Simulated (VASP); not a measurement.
A run of VASP 6.6.1:

INCAR

```
  PREC = Accurate
  ENCUT = 520
  EDIFF = 1E-7
  ISMEAR = 0
  SIGMA = 0.05
  LREAL = False
  LASPH = True
  NELM = 80
  ALGO = Normal
  ISIF = 2
  LWAVE = False
  LCHARG = False
  GGA = PE
  NBANDS = 12
```

The input KPOINTS:

```
Automatic mesh
0
Gamma
  8 8 8
```

Contents of POSCAR:

```
Sc
1.0
    0.0000000000      2.3180609578      2.3180609578
    2.3180609578      0.0000000000      2.3180609578
    2.3180609578      2.3180609578      0.0000000000
Sc
1
Direct
    0.0000000000      0.0000000000      0.0000000000
```

Potentials or basis: VASP PAW PBE potentials, release 64 (Sc_sv).

The run is started by

```sh
$ cat potpaw_PBE.64/Sc_sv/POTCAR > POTCAR
$ mpirun -np 1 vasp_std > vasp.out
```

Hardware: 1 thread of AMD EPYC 7R13 Processor (Zen 3), on a shared host.

Problem. Estimate the wall time of this run.

Solution. Wall time 7.3 s on 1 thread of AMD EPYC 7R13 Processor (Zen 3) (shared host), peak memory 0.11 GiB. Counts: scf iterations 14, k points 29.
